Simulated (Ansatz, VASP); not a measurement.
PbS: VASP beside Ansatz

Contents of INCAR:

```
SYSTEM = PbS
  PREC = Accurate
  ENCUT = 520
  EDIFF = 1E-6
  ISMEAR = 0
  SIGMA = 0.1
  LREAL = .False.
  LASPH = .True.
  NELM = 80
  ALGO = Normal
  ISIF = 2
  LWAVE = .False.
  LCHARG = .True.
  GGA = PS
  LELF = .True.
  LVHAR = .True.
  NBANDS = 17
```

File KPOINTS:

```
Automatic mesh
0
Gamma
  10 10 10
  0 0 0
```

File POSCAR:

```
PbS
1.0
    3.6299102165     -0.0348193703     -0.0640121057
   -0.0348193703      3.5615137200     -0.0016441466
   -0.0640121057     -0.0016441466      3.7053217383
Pb S
1 1
Direct
   -0.0271809712      0.0008594124      0.0030900530
    0.5271809712      0.4991405876      0.4969099470
```

Input for Ansatz:

```yaml
crystal:
  lattice:
    - [3.6299102165, -0.0348193703, -0.0640121057]
    - [-0.0348193703, 3.56151372, -0.0016441466]
    - [-0.0640121057, -0.0016441466, 3.7053217383]
  atoms:
    - { symbol: Pb, position: [-0.0271809712, 0.0008594124, 0.003090053] }
    - { symbol: S, position: [0.5271809712, 0.4991405876, 0.496909947] }
basis:
  ecutwfc: 420
kpoints:
  mp_grid: { grid: [10, 10, 10] }
hamiltonian:
  xc: pbesol
scf:
  occupations: { method: gaussian, width: 0.1 }
output:
  forces: true
  stress: true
  eigenvalues: true
  populations: true
```

Change from the starting cell: all atoms moved at random, cell strained at random.

Alike in both runs: task single point; functional PBEsol; k mesh 10 × 10 × 10; occupations gaussian, width 0.1 eV; no spin polarisation.

|  | VASP | Ansatz |
| --- | --- | --- |
| version | VASP 6.6.1 | Ansatz 0.2.0 |
| potentials or method | VASP PAW PBE potentials, release 64 (Pb_d, S), cutoff 520 eV | scalar-relativistic, plane waves, PAW |
| valence electrons in the cell | 20 | 20 |

```tsv
	VASP	Ansatz	Ansatz less VASP
gap on the k mesh at the Fermi level (eV)	none	none	-
pressure (GPa)	-1.9	-1.9	+0.05
traceless stress, the component that is largest in VASP (GPa)	-2.02	-2.02	-0.001
rms of the force components (eV/Å)	0.102	0.103	+0.0001
```

VASP's potentials were made for PBE, not for PBEsol. Atom by atom the forces differ by 0.000 eV/Å (rms over components). A gap of «none» marks a metal or a gap that the smearing closes.

Neither program's run includes spin-orbit coupling.
